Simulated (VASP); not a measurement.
Write the native input for VASP 6.6.1 that does the following.

- Task: single point
- Functional: PBEsol
- Potentials or basis: VASP PAW PBE potentials, release 64 (C)
- Cutoff: 600 eV
- k mesh: 9 × 9 × 6
- Occupations: gaussian, width 0.02 eV
- Spin: no spin polarisation
- Dipole correction: no
- Further INCAR settings: ALGO = Normal; EDIFF = 1e-06; NBANDS = 16

The structure of C lies in POSCAR:

```
C
1.0
    2.5237147988      0.0000000000      0.0000000000
   -1.2618573994      2.1856011277      0.0000000000
    0.0000000000      0.0000000000      4.1618595741
C
4
Direct
    0.3333333333      0.6666666667     -0.0003155577
    0.6666666667      0.3333333333      0.4996844423
    0.3333333333      0.6666666667      0.3743155577
    0.6666666667      0.3333333333      0.8743155577
```

This cell differs from its parent crystal: strained cell.

These files were run (other wordings do the same):

INCAR

```
SYSTEM = C
ALGO     = Normal         ! electronic algorithm
EDIFF    = 1E-6           ! SCF threshold, eV
ENCUT    = 600            ! plane-wave cutoff, eV
GGA      = PS             ! functional
GGA_COMPAT= .FALSE.      
ISIF     = 2              ! what is computed and relaxed
ISMEAR   = 0              ! smearing method
LASPH    = .TRUE.         ! aspherical terms in the spheres
LCHARG   = .FALSE.        ! write CHGCAR
LREAL    = .FALSE.        ! projectors in reciprocal space
LWAVE    = .FALSE.        ! write WAVECAR
NBANDS   = 16             ! bands
NELM     = 120            ! most SCF steps
PREC     = Accurate       ! precision mode
SIGMA    = 0.02           ! smearing width, eV
```

KPOINTS

```
k-points
0
G
  9 9 6
  0 0 0
```

Potentials or basis: VASP PAW PBE potentials, release 64 (C).

Launch:

```console
$ cat potpaw_PBE.64/C/POTCAR > POTCAR
$ mpirun -np 1 vasp_std > vasp.out
```

It gave:

```json
{
 "Pressure": "-8.2 GPa",
 "Band gap on the k mesh": "3.14 eV (least direct gap 4.78 eV)"
}
```

Caveat: the cell differs from its parent crystal (strained cell); the stress differs along the axes, from -12 to -0 GPa; the PAW data sets were made with another functional, which shifts forces and pressure a little.

Wall time 8.5 s on 1 thread of Intel Xeon 8259CL (shared host), peak memory 0.14 GiB.
